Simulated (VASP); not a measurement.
Zn16N (a cell with a defect), 17 atoms in the cell. The cell holds a defect, 17 atoms: a = 6.805 Å, b = 6.805 Å, c = 6.805 Å, α = 109.47°, β = 109.47°, γ = 109.47°. 

```yaml
Program: VASP 6.6.1
Task: single point
Functional: PBE
Potentials_or_basis: VASP PAW PBE potentials, release 64 (Zn, N)
Cutoff: 520 eV
k_mesh: 4 × 4 × 4, shifted
Occupations: gaussian, width 0.1 eV
Spin: no spin polarisation
Dipole_correction: no
Further_INCAR_settings: LREAL = Auto; ALGO = Normal; EDIFF = 1e-06; NBANDS = 112
```

Potentials or basis: VASP PAW PBE potentials, release 64 (Zn, N).

Launch:

```sh
$ cat potpaw_PBE.64/Zn/POTCAR potpaw_PBE.64/N/POTCAR > POTCAR
$ mpirun -np 1 vasp_std > vasp.out
```

Hardware: 1 thread of AMD EPYC 9R45 96-Core Processor (Zen 5) (shared host).

**Question.** Estimate the wall time of this run.

**Answer.** Run time: 37 min on 1 thread of AMD EPYC 9R45 96-Core Processor (Zen 5), with other jobs on the host, peak memory 0.7 GiB. Counts: scf iterations 18, k points 32.
